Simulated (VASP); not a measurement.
A run of VASP 6.6.1 is set up as follows.

POSCAR

```
AlSn3
1.0
    4.5252710000      0.0000000000      0.0000000000
    0.0000000000      4.5252710000      0.0000000000
    0.0000000000      0.0000000000      4.5252710000
Al Sn
1 3
Direct
    0.0000000000      0.0000000000      0.0000000000
    0.0000000000      0.5000000000      0.5000000000
    0.5000000000      0.0000000000      0.5000000000
    0.5000000000      0.5000000000      0.0000000000
```

File INCAR.step1:

```
  PREC = Accurate
  ENCUT = 550
  ISMEAR = -1
  SIGMA = 0.1
  LREAL = False
  LASPH = True
  NELM = 120
  NBANDS = 30
  GGA = PE
  ALGO = Normal
  EDIFF = 1E-5
  LWAVE = True
  LCHARG = False
  GGA_COMPAT = False
```

The input INCAR.step2:

```
  PREC = Accurate
  ENCUT = 550
  EDIFF = 1E-6
  ISMEAR = -1
  SIGMA = 0.1
  LREAL = False
  LASPH = True
  NELM = 120
  ALGO = Normal
  ISIF = 2
  LWAVE = False
  LCHARG = False
  METAGGA = R2SCAN
  LMIXTAU = True
  NBANDS = 30
  ISTART = 1
  GGA_COMPAT = False
```

File KPOINTS:

```
regular mesh
0
Gamma
  4 4 4
```

Potentials or basis: VASP PAW PBE potentials, release 64 (Al, Sn_d).

Launch:

```sh
$ cat potpaw_PBE.64/Al/POTCAR potpaw_PBE.64/Sn_d/POTCAR > POTCAR
$ cp INCAR.step1 INCAR
$ mpirun -np 1 vasp_std > vasp.out
$ cp INCAR.step2 INCAR
$ mpirun -np 1 vasp_std > vasp.out
```

Problem. Predict the band gap on the k mesh.

Solution. Zero (an odd number of electrons rules out a gap without spin polarisation).

Problem. What does it give for the pressure?

Solution. 3.9 GPa.

Caveat: the cell stands under pressure; the PAW data sets were made with another functional, which shifts forces and pressure a little; spin-orbit coupling is left out, which moves the levels of the heavy elements.
